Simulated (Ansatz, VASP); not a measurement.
**Si16B: VASP beside Ansatz**

```
Si B
1.0
     0.00000    5.43000    5.43000
     5.43000    0.00000    5.43000
     5.43000    5.43000    0.00000
Si B
16 1
Direct
  0.00165 0.99752 0.00118
  0.12790 0.12808 0.12793
  0.99693 0.99795 0.50256
  0.12742 0.12776 0.61723
  0.99750 0.50261 0.99764
  0.12840 0.61484 0.12840
  0.99722 0.50268 0.50232
  0.12322 0.62552 0.62562
  0.50255 0.99791 0.99703
  0.61761 0.12764 0.12730
  0.50245 0.99780 0.50241
  0.62480 0.12517 0.62489
  0.50234 0.50266 0.99729
  0.62551 0.62549 0.12342
  0.49934 0.50106 0.49951
  0.62522 0.62541 0.62528
  0.25430 0.24360 0.25304
```

Alike in both runs: functional PBE; k mesh 2 × 2 × 2; occupations gaussian, width 0.05 eV; collinear spin.

Ansatz relaxed the structure, and its values are those at the end. VASP's run is a single point on that final structure, the one shown.

|  | VASP | Ansatz |
| --- | --- | --- |
| version | VASP 6.6.1 | Ansatz 0.2.0 |
| potentials or method | VASP PAW PBE potentials, release 64 (Si, B), cutoff 520 eV | scalar-relativistic, plane waves, PAW |
| valence electrons in the cell | 67 | 67 |

```tsv
	VASP	Ansatz	Ansatz less VASP
rms of the force components (eV/Å)	0.012	0.012	-0.0004
net moment per atom (μB)	0.00	0.00	0.000
```

The functional is the same, so the differences come from potentials, cutoffs and numerics. Ansatz's warnings: filled band counts differ across k points, seeded moment not kept.

The k mesh is coarse, so the values compare programs but aren't converged.
